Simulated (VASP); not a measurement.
A run of VASP 6.6.1 is set up as follows.

File INCAR:

```
SYSTEM = LiF
  PREC = Accurate
  ENCUT = 520
  EDIFF = 1E-7
  ISMEAR = 0
  SIGMA = 0.05
  LREAL = .False.
  LASPH = .True.
  NELM = 60
  ALGO = Normal
  ISIF = 2
  LWAVE = .False.
  LCHARG = .False.
  GGA = PS
  NBANDS = 18
```

Contents of KPOINTS:

```
regular mesh
0
Gamma
  9 9 6
  0 0 0
```

The input POSCAR:

```
LiF
1.0
    2.9652221056      0.0000000000      0.0000000000
   -1.4826110528      2.5679576713      0.0000000000
    0.0000000000      0.0000000000      5.1226958147
Li F
2 2
Direct
    0.3333333333      0.6666666667      0.3811542600
    0.6666666667      0.3333333333      0.8811542600
    0.3333333333      0.6666666667      0.9938437400
    0.6666666667      0.3333333333      0.4938437400
```

Potentials or basis: VASP PAW PBE potentials, release 64 (Li_sv, F).

Run with:

```bash
$ cat potpaw_PBE.64/Li_sv/POTCAR potpaw_PBE.64/F/POTCAR > POTCAR
$ mpirun -np 1 vasp_std > vasp.out
```

Q: Predict the band gap on the k mesh.

A: 7.79 eV, direct.

Q: Estimate the largest force.

A: 0.305 eV/Å.

Forces in eV/Å, atoms in the order of the input:
```
Li   0.000  0.000 -0.305
Li   0.000  0.000 -0.305
F    0.000  0.000  0.305
F    0.000  0.000  0.305
```

Caveat: the PAW data sets were made with another functional, which shifts forces and pressure a little. A k mesh can miss the band edges.
